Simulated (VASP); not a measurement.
Here is a VASP 6.6.1 calculation.

INCAR

```
SYSTEM = Yb
PREC = Accurate
ENCUT = 520
EDIFF = 1E-6
ISMEAR = -1
SIGMA = 0.1
LREAL = .False.
LASPH = .True.
NELM = 80
ALGO = Normal
ISIF = 2
LWAVE = .False.
LCHARG = .True.
GGA = RE
LELF = .True.
LVHAR = .True.
NBANDS = 18
```

The input KPOINTS:

```
regular mesh
0
Gamma
  10 10 10
  0 0 0
```

File POSCAR:

```
Yb
1.0
    3.5737938720      0.0000000000      0.0000000000
    0.0000000000      3.5737938720      0.0000000000
    0.0000000000      0.0000000000      3.5737938720
Yb
1
Direct
    0.0000000000      0.0000000000      0.0000000000
```

Potentials or basis: VASP PAW PBE potentials, release 64 (Yb).

Launch:

```sh
$ cat potpaw_PBE.64/Yb/POTCAR > POTCAR
$ mpirun -np 1 vasp_std > vasp.out
```

(1) What does it give for the pressure?

(2) What does it give for the band gap on the k mesh?

Answers

(1) -0.6 GPa.

(2) zero (band 12 reaches 1.45 eV, above the bottom of band 13 at 0.44 eV).

Caveat: the PAW data sets were made with another functional, which shifts forces and pressure a little; spin-orbit coupling is left out, which moves the levels of the heavy elements.
